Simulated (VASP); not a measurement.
# Be2C (Fm-3m) in VASP: a series of runs, part 2 of 2

VASP 6.6.1. The steps go on from the part before.

### 5 Single point, r2SCAN+D4

POSCAR reads:

```
Be2C
1.0
    0.0000000000      2.1552992136      2.1552992136
    2.1552992136      0.0000000000      2.1552992136
    2.1552992136      2.1552992136      0.0000000000
Be C
2 1
Direct
    0.2500000000      0.2500000000      0.2500000000
    0.7500000000      0.7500000000      0.7500000000
    0.0000000000      0.0000000000      0.0000000000
```

INCAR.step1 reads:

```
SYSTEM = Be2C
ALGO     = Normal         ! electronic algorithm
EDIFF    = 1E-5           ! SCF threshold, eV
ENCUT    = 660            ! plane-wave cutoff, eV
GGA      = PE             ! functional
GGA_COMPAT= .False.      
ISMEAR   = 0              ! smearing method
LASPH    = .True.         ! aspherical terms in the spheres
LCHARG   = .False.        ! write CHGCAR
LREAL    = .False.        ! projectors in reciprocal space
LWAVE    = .True.         ! write WAVECAR
NBANDS   = 11             ! bands
NELM     = 120            ! most SCF steps
PREC     = Accurate       ! precision mode
SIGMA    = 0.01           ! smearing width, eV
```

INCAR.step2 reads:

```
SYSTEM = Be2C
ALGO     = Normal         ! electronic algorithm
EDIFF    = 1E-6           ! SCF threshold, eV
ENCUT    = 660            ! plane-wave cutoff, eV
GGA_COMPAT= .False.      
ISIF     = 2              ! what is computed and relaxed
ISMEAR   = 0              ! smearing method
ISTART   = 1            
IVDW     = 13             ! dispersion correction
LASPH    = .True.         ! aspherical terms in the spheres
LCHARG   = .False.        ! write CHGCAR
LMIXTAU  = .True.       
LREAL    = .False.        ! projectors in reciprocal space
LWAVE    = .False.        ! write WAVECAR
METAGGA  = R2SCAN         ! meta-GGA
NBANDS   = 11             ! bands
NELM     = 120            ! most SCF steps
PREC     = Accurate       ! precision mode
SIGMA    = 0.01           ! smearing width, eV
VDW_A1   = 0.51559235   
VDW_A2   = 5.77342911   
VDW_S6   = 1.0          
VDW_S8   = 0.6018749
```

KPOINTS reads:

```
k-points
0
Gamma
  8 8 8
  0 0 0
```

Potentials or basis: VASP PAW PBE potentials, release 64 (Be, C).

On the command line:

```
cat potpaw_PBE.64/Be/POTCAR potpaw_PBE.64/C/POTCAR > POTCAR
cp INCAR.step1 INCAR
mpirun -np 1 vasp_std > vasp.out
cp INCAR.step2 INCAR
mpirun -np 1 vasp_std > vasp.out
```

OUTCAR:

```text
SYSTEM = Be2C
   EDIFF = 1E-6
   ENCUT = 660
   ISIF = 2
   ISMEAR = 0
   ISTART = 1
   IVDW = 13
   LASPH = .True.
   LREAL = .False.
   METAGGA = R2SCAN
   NELM = 120
   PREC = Accurate

 ion  position               nearest neighbor table
   1  0.250  0.250  0.250-   3 1.87   3 1.87   3 1.87   3 1.87   2 2.16   2 2.16   2 2.16   2 2.16
                             2 2.16   2 2.16
   2  0.750  0.750  0.750-   3 1.87   3 1.87   3 1.87   3 1.87   1 2.16   1 2.16   1 2.16   1 2.16
                             1 2.16   1 2.16
   3  0.000  0.000  0.000-   2 1.87   2 1.87   2 1.87   1 1.87   2 1.87   1 1.87   1 1.87   1 1.87

  LATTYP: Found a face centered cubic cell.
 ALAT       =     4.3105984272

  Lattice vectors:

 A1 = (   0.0000000000,   2.1552992136,   2.1552992136)
 A2 = (   2.1552992136,   0.0000000000,   2.1552992136)
 A3 = (   2.1552992136,   2.1552992136,   0.0000000000)

Analysis of symmetry for initial positions (statically):
=====================================================================
 Subroutine PRICEL returns:
 Original cell was already a primitive cell.

 Routine SETGRP: Setting up the symmetry group for a
 face centered cubic supercell.

 Subroutine GETGRP returns: Found 48 space group operations
[... 186 lines left out ...]
     10      22.3253      0.00000
     11      22.3253      0.00000
[... 309 lines left out ...]
 k-point    24 :      -0.3750    0.2500    0.1250
  band No.  band energies     occupation
      1      -4.7263      2.00000
      2      -0.5905      2.00000
      3       3.4959      2.00000
      4       4.2966      2.00000
      5      13.5642      0.00000
      6      15.0840      0.00000
      7      18.5365      0.00000
      8      19.4521      0.00000
      9      20.9961      0.00000
     10      22.8232      0.00000
     11      26.8838      0.00000

 [... further k-points ...]

------------------------ aborting loop because EDIFF is reached ----------------------------------------

  DFT-D4 for vdW energy calculation

  Edisp (eV):   -0.19661

  FORCE on cell =-STRESS in cart. coord.  units (eV):
  Direction    XX          YY          ZZ          XY          YZ          ZX
  --------------------------------------------------------------------------------------
  -------------------------------------------------------------------------------------
  Total       0.10205     0.10205     0.10205     0.00000     0.00000    -0.00000
  in kB       8.16491     8.16491     8.16491     0.00000     0.00000    -0.00000
  external pressure =        8.16 kB  Pullay stress =        0.00 kB

 VOLUME and BASIS-vectors are now :
 -----------------------------------------------------------------------------
  energy-cutoff  :      660.00
  volume of cell :       20.02
      direct lattice vectors                 reciprocal lattice vectors
     0.000000000  2.155299214  2.155299214    -0.231986351  0.231986351  0.231986351
     2.155299214  0.000000000  2.155299214     0.231986351 -0.231986351  0.231986351
     2.155299214  2.155299214  0.000000000     0.231986351  0.231986351 -0.231986351

 POSITION                                       TOTAL-FORCE (eV/Angst)
 -----------------------------------------------------------------------------------
      1.07765      1.07765      1.07765         0.000000     -0.000000     -0.000000
      3.23295      3.23295      3.23295        -0.000000      0.000000      0.000000
      0.00000      0.00000      0.00000         0.000000     -0.000000     -0.000000
 -----------------------------------------------------------------------------------
    total drift:                               -0.000000     -0.000000      0.000000

  FREE ENERGIE OF THE ION-ELECTRON SYSTEM (eV)
  ---------------------------------------------------
  free  energy   TOTEN  =       -19.6704076069 eV

  energy  without entropy=      -19.6704076069  energy(sigma->0) =      -19.67040761
```

Wall time 78 s (1 thread of Intel Xeon 8259CL, shared host); peak memory 0.15 GiB.

What came out:

* Free energy: -19.6704 eV
* Pressure: 0.8 GPa
* Band gap on the k mesh: 1.53 eV (least direct gap 4.64 eV)
* Dispersion energy per atom: -0.066 eV

Caveat: the PAW data sets were made with another functional, which shifts forces and pressure a little. A k mesh can miss the band edges.

### 6 Relaxation of cell and atoms, PBEsol

This run uses another cell than the first one, of 6.77 Å³/atom.

INCAR reads:

```
SYSTEM = Be2C
  PREC = Accurate
  ENCUT = 600
  EDIFF = 1E-7
  ISMEAR = 0
  SIGMA = 0.01
  LREAL = .FALSE.
  LASPH = .TRUE.
  NELM = 120
  ALGO = Normal
  ISIF = 3
  LWAVE = .FALSE.
  LCHARG = .FALSE.
  GGA = PS
  IBRION = 2
  NSW = 100
  EDIFFG = -0.01
  GGA_COMPAT = .FALSE.
  NELMIN = 4
```

KPOINTS reads:

```
Automatic mesh
0
G
  8 8 8
  0 0 0
```

POSCAR reads:

```
Be2C
1.0
    0.0000000000      2.1650000000      2.1650000000
    2.1650000000      0.0000000000      2.1650000000
    2.1650000000      2.1650000000      0.0000000000
Be C
2 1
Direct
    0.2500000000      0.2500000000      0.2500000000
    0.7500000000      0.7500000000      0.7500000000
    0.0000000000      0.0000000000      0.0000000000
```

Potentials or basis: VASP PAW PBE potentials, release 64 (Be, C).

On the command line:

```
cat potpaw_PBE.64/Be/POTCAR potpaw_PBE.64/C/POTCAR > POTCAR
mpirun -np 1 vasp_std > vasp.out
```

OUTCAR:

```text
SYSTEM = Be2C
   PREC = Accurate
   ENCUT = 600
   EDIFF = 1E-7
   ISMEAR = 0
   LREAL = .FALSE.
   LASPH = .TRUE.
   NELM = 120
   ISIF = 3
   GGA = PS
   IBRION = 2
   NSW = 100
   EDIFFG = -0.01
   NELMIN = 4

 ion  position               nearest neighbor table
   1  0.250  0.250  0.250-   3 1.87   3 1.87   3 1.87   3 1.87   2 2.17   2 2.17   2 2.17   2 2.17
                             2 2.17   2 2.17
   2  0.750  0.750  0.750-   3 1.87   3 1.87   3 1.87   3 1.87   1 2.17   1 2.17   1 2.17   1 2.17
                             1 2.17   1 2.17
   3  0.000  0.000  0.000-   2 1.87   2 1.87   2 1.87   1 1.87   2 1.87   1 1.87   1 1.87   1 1.87

  LATTYP: Found a face centered cubic cell.
 ALAT       =     4.3300000000

  Lattice vectors:

 A1 = (   0.0000000000,   2.1650000000,   2.1650000000)
 A2 = (   2.1650000000,   0.0000000000,   2.1650000000)
[... 267 lines left out ...]
 fundamental gap:      1.0640845893
 Fermi energy:         7.8588048975

 k-point     1 :       0.0000    0.0000    0.0000
  band No.  band energies     occupation
      1      -7.3167      2.00000
      2       7.7924      2.00000
      3       7.7924      2.00000
      4       7.7924      2.00000
      5      11.8961      0.00000
      6      11.8961      0.00000
      7      11.8961      0.00000
      8      14.6107      0.00000
[... 243 lines left out ...]
 k-point    24 :      -0.3750    0.2500    0.1250
  band No.  band energies     occupation
      1      -3.9473      2.00000
      2      -0.3522      2.00000
      3       3.6333      2.00000
      4       4.3511      2.00000
      5      12.9056      0.00000
      6      14.4023      0.00000
      7      17.6418      0.00000
      8      18.4415      0.00000

 [... further k-points ...]

------------------------ aborting loop because EDIFF is reached ----------------------------------------

  FORCE on cell =-STRESS in cart. coord.  units (eV):
  Direction    XX          YY          ZZ          XY          YZ          ZX
  --------------------------------------------------------------------------------------
  -------------------------------------------------------------------------------------
  Total        0.0006291      0.0006291      0.0006291      0.0000000     -0.0000000      0.0000000
  in kB        0.0502003      0.0502003      0.0502003      0.0000000     -0.0000000      0.0000000
  external PRESSURE =       0.0502003 kB  Pullay stress =       0.0000000 kB
[... 18 lines left out ...]
  FREE ENERGIE OF THE ION-ELECTRON SYSTEM (eV)
  ---------------------------------------------------
  free  energy   TOTEN  =       -18.4127123243 eV

  energy  without entropy=      -18.4127123243  energy(sigma->0) =      -18.41271232

 reached required accuracy - stopping structural energy minimisation
```

CONTCAR:

```text
Be2C
   1.00000000000000
    -0.0000000000000000    2.1572854911024320    2.1572854911024320
     2.1572854911024320    0.0000000000000000    2.1572854911024320
     2.1572854911024320    2.1572854911024320    0.0000000000000000
  Be              C
     2     1
Direct
     0.2500000000000000    0.2500000000000000    0.2500000000000000
     0.7500000000000000    0.7500000000000000    0.7500000000000000
     0.0000000000000000    0.0000000000000000    0.0000000000000000

  0.00000000E+00  0.00000000E+00  0.00000000E+00
  0.00000000E+00  0.00000000E+00  0.00000000E+00
  0.00000000E+00  0.00000000E+00  0.00000000E+00
```

Run time: 20 s. Hardware: 1 thread of Intel Xeon 8259CL, shared host; peak memory 0.13 GiB.

What came out:

```yaml
Free_energy: -18.4127 eV
Relaxed_volume: 6.69 Å³/atom
Relaxed_cell: a = 3.051 Å, b = 3.051 Å, c = 3.051 Å, α = 60.00°, β = 60.00°, γ = 60.00°
Space_group_after_relaxing_to_0.1_Å: Fm-3m (No. 225)
Energy_gained_by_relaxing: 0.5 meV/atom
Ionic_steps: 3
Pressure_after_relaxing: 0.0 GPa
Band_gap_on_the_k_mesh: 1.06 eV (least direct gap 4.10 eV)
```

The path:
| step | energy change (eV) | largest force (eV/Å) | pressure (GPa) | volume (Å³) |
| --- | --- | --- | --- | --- |
| 1 | 0.0000 | 0.0000 | -2.15 | 20.30 |
| 2 | -0.0014 | 0.0000 | 0.51 | 20.03 |
| 3 | -0.0015 | 0.0000 | 0.01 | 20.08 |

Final structure:
```yaml
crystal:
  lattice:
    - [0.00000, 2.15729, 2.15729]
    - [2.15729, 0.00000, 2.15729]
    - [2.15729, 2.15729, 0.00000]
  atoms:
    - { symbol: Be, position: [0.25000, 0.25000, 0.25000] }
    - { symbol: Be, position: [0.75000, 0.75000, 0.75000] }
    - { symbol: C, position: [0.00000, 0.00000, 0.00000] }
```

Levels at points of the mesh, in eV from the valence-band top:
| k point | band 2 | band 3 | band 4 | band 5 | band 6 | band 7 |
| --- | --- | --- | --- | --- | --- | --- |
| (0.00, 0.00, 0.00) | 0.00 | 0.00 | 0.00 | 4.10 | 4.10 | 4.10 |
| (0.50, 0.00, 0.00) | -8.83 | -1.85 | -1.85 | 4.97 | 4.97 | 7.12 |
| (0.50, 0.50, 0.00) | -6.82 | -4.80 | -4.80 | 1.06 | 5.79 | 13.31 |

Caveat: the PAW data sets were made with another functional, which shifts forces and pressure a little. A k mesh can miss the band edges.

### 7 Overview

| task | level | cell | cutoff (eV) | gap on the mesh (eV) | pressure (GPa) |
| --- | --- | --- | --- | --- | --- |
| single point | PBEsol | a = 3.048 Å, angles 60.0°, 3 atoms | 600 | 1.07 | 0.6 |
| single point | RPBE | a = 3.082 Å, angles 60.0°, 3 atoms | 600 | 1.13 | 0.1 |
| single point | r2SCAN | a = 3.055 Å, angles 60.0°, 3 atoms | 660 | 1.53 | 0.8 |
| single point | r2SCAN+D4 | a = 3.048 Å, angles 60.0°, 3 atoms | 660 | 1.53 | 0.8 |
| relaxation of cell and atoms | PBEsol | relaxed from a = 3.062 Å, angles 60.0°, 3 atoms | 600 | 1.06 | 0.0 |

Alike in all rows: potentials or basis VASP PAW PBE potentials, release 64 (Be, C); no spin polarisation; k mesh 8 × 8 × 8; smearing gaussian 0.01 eV.

Caveats: the PAW data sets were made with another functional, which shifts forces and pressure a little.

Absolute energies hang on the potentials; compare differences alone.
